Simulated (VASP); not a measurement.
A run of VASP 6.6.1 is set up as follows.

INCAR

```
PREC = Accurate
ENCUT = 600
EDIFF = 1E-6
ISMEAR = 0
SIGMA = 0.1
LREAL = F
LASPH = T
NELM = 80
ALGO = Normal
ISIF = 3
LWAVE = F
LCHARG = F
GGA = PE
IBRION = 2
NSW = 90
EDIFFG = -0.04
```

The input KPOINTS:

```
regular mesh
0
Gamma
  6 6 4
```

The input POSCAR:

```
Al3C2
1.0
    5.1775279999      0.0000000000      0.0000000000
   -2.5887640000      4.4838707767      0.0000000000
    0.0000000000      0.0000000000      5.3338463492
Al C
6 4
Direct
    0.3258963222      0.0396279343      0.2500000000
    0.6741036778      0.9603720657      0.7500000000
    0.9603720657      0.2862683879      0.2500000000
    0.0396279343      0.7137316121      0.7500000000
    0.7137316121      0.6741036778      0.2500000000
    0.2862683879      0.3258963222      0.7500000000
    0.3333333333      0.6666666667      0.2500000000
    0.6666666667      0.3333333333      0.7500000000
    0.0000000000      0.0000000000      0.0000000000
    0.0000000000      0.0000000000      0.5000000000
```

Potentials or basis: VASP PAW PBE potentials, release 64 (Al, C).

Launch:

```bash
$ cat potpaw_PBE.64/Al/POTCAR potpaw_PBE.64/C/POTCAR > POTCAR
$ mpirun -np 1 vasp_std > vasp.out
```

(1) Estimate the band gap on the k mesh.

Results:

(1) zero (band 17 reaches 8.43 eV, above the bottom of band 18 at 7.35 eV).

Caveat: the relaxation stopped at its first step, so nothing moved.
